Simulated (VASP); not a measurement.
# As (P4_322) in VASP: single point with PBE

Aim: the single point of As with PBE.

All numbers are computed with VASP 6.6.1; they aren't measurements. Logs are shortened: lines on timing, memory, paths and dates and some standing lists are left out, and cuts for length are marked.

## Step 1: The cell of the first run

Symmetry: P4_322, No. 95, tetragonal system. The conventional cell has a = 5.670 Å, b = 5.670 Å, c = 3.563 Å, α = 90.00°, β = 90.00°, γ = 90.00°. Within 3.2 Å of As (site symmetry 2) lie 4 As at 2.44 to 2.97 Å.

The cell was built from a structure type or drawn by symmetry, and may not be a known phase.

## Step 2: Single point, PBE

Input file INCAR:

```
  PREC = Accurate
  ENCUT = 520
  EDIFF = 1E-6
  ISMEAR = 0
  SIGMA = 0.1
  LREAL = False
  LASPH = True
  NELM = 60
  ALGO = Normal
  ISIF = 2
  LWAVE = False
  LCHARG = True
  GGA = PE
  LELF = True
  LVHAR = True
  NBANDS = 18
```

Input file KPOINTS:

```
regular mesh
0
Gamma
  8 8 14
```

Input file POSCAR:

```
As
1.0
    5.6701067192      0.0000000000      0.0000000000
    0.0000000000      5.6701067192      0.0000000000
    0.0000000000      0.0000000000      3.5631181162
As
4
Direct
    0.0000000000      0.3535105390      0.5000000000
    0.0000000000      0.6464894610      0.0000000000
    0.3535105390      0.0000000000      0.7500000000
    0.6464894610      0.0000000000      0.2500000000
```

Potentials or basis: VASP PAW PBE potentials, release 64 (As).

The run is started by

```sh
> cat potpaw_PBE.64/As/POTCAR > POTCAR
> mpirun -np 1 vasp_std > vasp.out
```

OUTCAR:

```text
PREC = Accurate
   ENCUT = 520
   EDIFF = 1E-6
   ISMEAR = 0
   LREAL = False
   LASPH = True
   NELM = 60
   ISIF = 2
   GGA = PE

 ion  position               nearest neighbor table
   1  0.000  0.354  0.500-   2 2.44   2 2.44
   2  0.000  0.646  0.000-   1 2.44   1 2.44
   3  0.354  0.000  0.750-   4 2.44   4 2.44
   4  0.646  0.000  0.250-   3 2.44   3 2.44

  LATTYP: Found a simple tetragonal cell.
 ALAT       =     5.6701067192
 C/A-ratio  =     0.6284040659

  Lattice vectors:

 A1 = (   5.6701067192,   0.0000000000,   0.0000000000)
 A2 = (   0.0000000000,   5.6701067192,   0.0000000000)
 A3 = (   0.0000000000,   0.0000000000,   3.5631181162)

Analysis of symmetry for initial positions (statically):
=====================================================================
 Subroutine PRICEL returns:
 Original cell was already a primitive cell.

 Routine SETGRP: Setting up the symmetry group for a
 simple tetragonal supercell.

 Subroutine GETGRP returns: Found  8 space group operations
 (whereof  2 operations were pure point group operations)
 out of a pool of 16 trial point group operations.

The static configuration has the point symmetry C_2 .
 The point group associated with its full space group is D_4 .

Analysis of symmetry for dynamics (positions and initial velocities):
=====================================================================
 Subroutine PRICEL returns:
 Original cell was already a primitive cell.

 Routine SETGRP: Setting up the symmetry group for a
 simple tetragonal supercell.

 Subroutine GETGRP returns: Found  8 space group operations
 (whereof  2 operations were pure point group operations)
 out of a pool of 16 trial point group operations.

The dynamic configuration has the point symmetry C_2 .
 The point group associated with its full space group is D_4 .

 Subroutine INISYM returns: Found  8 space group operations
 (whereof  2 operations are pure point group operations),
 and found     1 'primitive' translations

----------------------------------------------------------------------------------------

                                     Primitive cell

  volume of cell :     114.5546

  direct lattice vectors                    reciprocal lattice vectors
     5.670106719  0.000000000  0.000000000     0.176363524  0.000000000  0.000000000
     0.000000000  5.670106719  0.000000000     0.000000000  0.176363524  0.000000000
[... 90 lines left out ...]
   LREAL  =      F    real-space projection
   EDIFFG = 0.1E-04   stopping-criterion for IOM
   NSW    =      0    number of steps for IOM
   IBRION =     -1    ionic relax: 0-MD 1-quasi-New 2-CG
   NFREE  =      0    steps in history (QN), initial steepest desc. (CG)
   ISIF   =      2    stress and relaxation
   ISYM   =      2    0-nonsym 1-usesym 2-fastsym
   POTIM  = 0.5000    time-step for ionic-motion
   TEBEG  =    0.0;   TEEND  =   0.0 temperature during run
   PSTRESS=    0.0 pullay stress
   NELECT =      20.0000    total number of electrons
   NUPDOWN=      -1.0000    fix difference up-down
   EMIN   =  10.00;   EMAX   =-10.00  energy-range for DOS
   EFERMI =   0.00;   METHOD = LEGACY
   ISMEAR =     0;   SIGMA  =   0.10  broadening in eV -4-tet -1-fermi 0-gaus
   EFERMI_NEDOS =   21; number of points for ismear=-14 and -15
   IALGO  =     38    algorithm
   IMIX   =      4    mixing-type and parameters
     AMIX     =   0.40;   BMIX     =  1.00
     AMIX_MAG =   1.60;   BMIX_MAG =  1.00
  volume/ion in A,a.u.               =      28.64       193.26
  Fermi-wavevector in a.u.,A,eV,Ry     =   0.914985  1.729071 11.390762  0.837197
  Thomas-Fermi vector in A             =   2.039674
   LORBIT       =      0    0 simple, 1 ext, 2 COOP (PROOUT), +10 PAW based schemes
   GGA     = PE    functional components
   LHFCALC =     F    Hartree Fock is set to
   AEXX    =    0.0000 exact exchange contribution
   IVDW    =     0    specifies the selected vdW correction
   LEPSILON=     F    determine dielectric tensor
   LRPA    =     F    only Hartree local field effects (RPA)
 non-spin polarized calculation
 Gauss-broadening in eV      SIGMA  =   0.10
  energy-cutoff  :      520.00
  volume of cell :      114.55
 maximum number of plane-waves:      3125
   NGX = 21   NGY = 21   NGZ = 13

 number of electron      20.0000004 magnetization

 Free energy of the ion-electron system (eV)
  ---------------------------------------------------
  ext. energy  EPLUGINS =         0.00000000
  ---------------------------------------------------
  free energy    TOTEN  =       -17.45459469 eV

  energy without entropy =      -17.44523836  energy(sigma->0) =      -17.44991653

 E-fermi :   2.7130     XC(G=0):  -8.4740

 val. band max:        2.7004162334   @ k =   0.2500   0.0000   0.1429
 cond. band min:       2.7132007691   @ k =   0.1250   0.0000   0.3571
 fundamental gap:      0.0127845357
 Fermi energy:         2.7129591127

 k-point     1 :       0.0000    0.0000    0.0000
  band No.  band energies     occupation
      1     -11.1323      2.00000
      2      -9.8262      2.00000
      3      -5.7002      2.00000
      4      -5.7002      2.00000
      5      -1.4294      2.00000
      6       0.3578      2.00000
[... 481 lines left out ...]
      5      -1.2509      2.00000
      6      -0.3144      2.00000
[... 10 lines left out ...]
     17       8.5047      0.00000
     18       8.8362      0.00000

 [... further k-points ...]

------------------------ aborting loop because EDIFF is reached ----------------------------------------

  FORCE on cell =-STRESS in cart. coord.  units (eV):
  Direction    XX          YY          ZZ          XY          YZ          ZX
  --------------------------------------------------------------------------------------
  -------------------------------------------------------------------------------------
  Total        0.1147885      0.1147885      0.1822895      0.0000000      0.0000000     -0.0000000
  in kB        1.6054479      1.6054479      2.5495270      0.0000000      0.0000000     -0.0000000
  external PRESSURE =       1.9201409 kB  Pullay stress =       0.0000000 kB

 VOLUME and BASIS-vectors are now :
 -----------------------------------------------------------------------------
  energy-cutoff  :      520.00
  volume of cell :      114.55
      direct lattice vectors                 reciprocal lattice vectors
     5.670106719  0.000000000  0.000000000     0.176363524  0.000000000  0.000000000
     0.000000000  5.670106719  0.000000000     0.000000000  0.176363524  0.000000000
     0.000000000  0.000000000  3.563118116     0.000000000  0.000000000  0.280653059

 POSITION                                       TOTAL-FORCE (eV/Angst)
 -----------------------------------------------------------------------------------
      0.00000      2.00444      1.78156         0.000000     -0.062194      0.000000
      0.00000      3.66566      0.00000         0.000000      0.062194     -0.000000
      2.00444      0.00000      2.67234        -0.062194      0.000000      0.000000
      3.66566      0.00000      0.89078         0.062194      0.000000     -0.000000
 -----------------------------------------------------------------------------------
    total drift:                               -0.000000      0.000000      0.000000

  FREE ENERGIE OF THE ION-ELECTRON SYSTEM (eV)
  ---------------------------------------------------
  free  energy   TOTEN  =       -17.4545946948 eV

  energy  without entropy=      -17.4452383565  energy(sigma->0) =      -17.44991653
```

OSZICAR:

```text
N       E                     dE             d eps       ncg     rms          rms(c)
DAV:   1     0.770366864967E+02    0.77037E+02   -0.76474E+03  4320   0.900E+02
DAV:   2    -0.116193058083E+02   -0.88656E+02   -0.85649E+02  5872   0.144E+02
DAV:   3    -0.174590897622E+02   -0.58398E+01   -0.57896E+01  5324   0.390E+01
DAV:   4    -0.175238791904E+02   -0.64789E-01   -0.64686E-01  5416   0.463E+00
DAV:   5    -0.175244611913E+02   -0.58200E-03   -0.58197E-03  5200   0.448E-01    0.435E+00
DAV:   6    -0.174760381162E+02    0.48423E-01   -0.26021E-02  4950   0.814E-01    0.256E+00
DAV:   7    -0.174534200180E+02    0.22618E-01   -0.53770E-02  4928   0.119E+00    0.137E-01
DAV:   8    -0.174544629771E+02   -0.10430E-02   -0.40003E-03  4628   0.337E-01    0.427E-02
DAV:   9    -0.174545268698E+02   -0.63893E-04   -0.11257E-04  5344   0.646E-02    0.276E-02
DAV:  10    -0.174545875981E+02   -0.60728E-04   -0.69318E-05  4676   0.428E-02    0.579E-03
DAV:  11    -0.174545927965E+02   -0.51984E-05   -0.62369E-06  5246   0.125E-02    0.264E-03
DAV:  12    -0.174545944743E+02   -0.16778E-05   -0.29395E-06  4332   0.785E-03    0.130E-03
DAV:  13    -0.174545946948E+02   -0.22058E-06   -0.20760E-07  3258   0.228E-03
   1 F= -.17454595E+02 E0= -.17449917E+02  d E =-.935634E-02
```

Wall time 2.1 min (1 thread of Intel Xeon 6975P-C (Granite Rapids), shared host); peak memory 0.33 GiB.

Results:

- Free energy: -17.4546 eV
- Pressure: 0.2 GPa
- Largest force: 0.062 eV/Å
- Band gap on the k mesh: zero (bands 10 and 11 overlap by 0.47 eV)

Forces in eV/Å, atoms in the order of the input:
```
As   0.000 -0.062  0.000
As   0.000  0.062  0.000
As  -0.062  0.000  0.000
As   0.062  0.000  0.000
```

Stress tensor (GPa, compression positive):
```
0.16 0.00 0.00
0.00 0.16 0.00
0.00 0.00 0.25
```
